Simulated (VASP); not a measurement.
A run of VASP 6.6.1 is set up as follows.

File POSCAR:

```
CuF
1.0
    2.4710065500      0.0000000000      0.0000000000
    0.0000000000      2.4710065500      0.0000000000
    0.0000000000      0.0000000000      3.4165013900
Cu F
1 1
Direct
    0.0000000000      0.0000000000      0.0000000000
    0.5000000000      0.5000000000      0.5000000000
```

Contents of INCAR.step1:

```
SYSTEM = CuF
PREC = Accurate
ENCUT = 520
EDIFF = 1E-5
ISMEAR = -1
SIGMA = 0.05
LREAL = .False.
LASPH = .True.
NELM = 80
ALGO = Normal
ISIF = 2
LWAVE = .True.
GGA = PE
NBANDS = 16
```

The input INCAR.step2:

```
SYSTEM = CuF
PREC = Accurate
ENCUT = 520
EDIFF = 1E-6
ISMEAR = -1
SIGMA = 0.05
LREAL = .False.
LASPH = .True.
NELM = 80
ALGO = Normal
ISIF = 2
LWAVE = .False.
LCHARG = .True.
GGA = PE
LHFCALC = .True.
AEXX = 0.15
HFSCREEN = 0.2
PRECFOCK = Normal
LELF = .True.
LVHAR = .True.
ISTART = 1
NBANDS = 16
```

Contents of KPOINTS:

```
regular mesh
0
Gamma
  6 6 4
  0 0 0
```

Potentials or basis: VASP PAW PBE potentials, release 64 (Cu, F).

Command:

```console
$ cat potpaw_PBE.64/Cu/POTCAR potpaw_PBE.64/F/POTCAR > POTCAR
$ cp INCAR.step1 INCAR
$ mpirun -np 1 vasp_std > vasp.out
$ cp INCAR.step2 INCAR
$ mpirun -np 1 vasp_std > vasp.out
```

Q: Predict the band gap on the k mesh.

A: Zero (bands 9 and 10 overlap by 0.28 eV).

Q: What does it give for the pressure?

A: 1.9 GPa.

Stress tensor (GPa, compression positive):
```
 11.68   0.00   0.00
  0.00  11.68   0.00
  0.00   0.00 -17.60
```

Caveat: the k points lie up to 0.46 Å⁻¹ apart; the PAW data sets were made with another functional, which shifts forces and pressure a little.
